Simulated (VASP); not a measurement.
SiC:

```
Si C
1.0
     0.00000    2.17400    2.17400
     2.17400    0.00000    2.17400
     2.17400    2.17400    0.00000
Si C
1 1
Cartesian
  0.0000 0.0000 0.0000
  3.2610 3.2610 3.2610
```

Base run:

* Program: VASP 6.6.1
* Functional: PBE
* Dispersion: D3(BJ)
* Potentials or basis: VASP PAW PBE potentials, release 64 (Si, C)
* Cutoff: 520 eV
* k mesh: 10 × 10 × 10
* Occupations: gaussian, width 0.05 eV
* Spin: no spin polarisation

Its results: band gap on the k mesh 1.35 eV, indirect (least direct gap 4.55 eV); pressure 0.1 GPa.

Problem. The run is repeated on the same cell with these changes: functional from PBE to PBEsol; further incar settings from ALGO = Normal; EDIFF = 1e-06; NBANDS = 11 to ALGO = Normal; EDIFF = 1e-07; NBANDS = 11. What comes out?

Solution. Band gap on the k mesh 1.23 eV, indirect (least direct gap 4.45 eV); pressure -2.1 GPa.

Caveats: three body term missing (some runs); the PAW data sets were made with another functional, which shifts forces and pressure a little (some runs).

A k mesh can miss the band edges.
